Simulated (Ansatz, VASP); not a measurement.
## AgPt3: VASP beside Ansatz

```
Ag Pt
1.0
     3.91296    0.00000    0.00000
     0.00000    3.91296    0.00000
     0.00000    0.00000    3.91296
Ag Pt
1 3
Direct
  0.00000 0.00000 0.00000
  0.00000 0.50000 0.50000
  0.50000 0.00000 0.50000
  0.50000 0.50000 0.00000
```

Change from the starting cell: volume scaled by 1.01.

Alike in both runs: task single point; functional LDA; k mesh 9 × 9 × 9; occupations fermi-dirac, width 0.08 eV; no spin polarisation.

|  | VASP | Ansatz |
| --- | --- | --- |
| version | VASP 6.6.1 | Ansatz 0.2.0 |
| potentials or method | VASP PAW LDA potentials, release 64 (Ag, Pt), cutoff 520 eV | all-electron LAPW, scalar-relativistic |

|  | VASP | Ansatz | Ansatz less VASP |
| --- | --- | --- | --- |
| pressure (GPa) | 0.2 | -0.3 | -0.56 |

LDA's correlation is that of Perdew and Zunger in VASP and of Perdew and Wang (1992) in Ansatz. Ansatz ran all-electron here, and VASP with PAW potentials.

Spin-orbit coupling is off throughout.
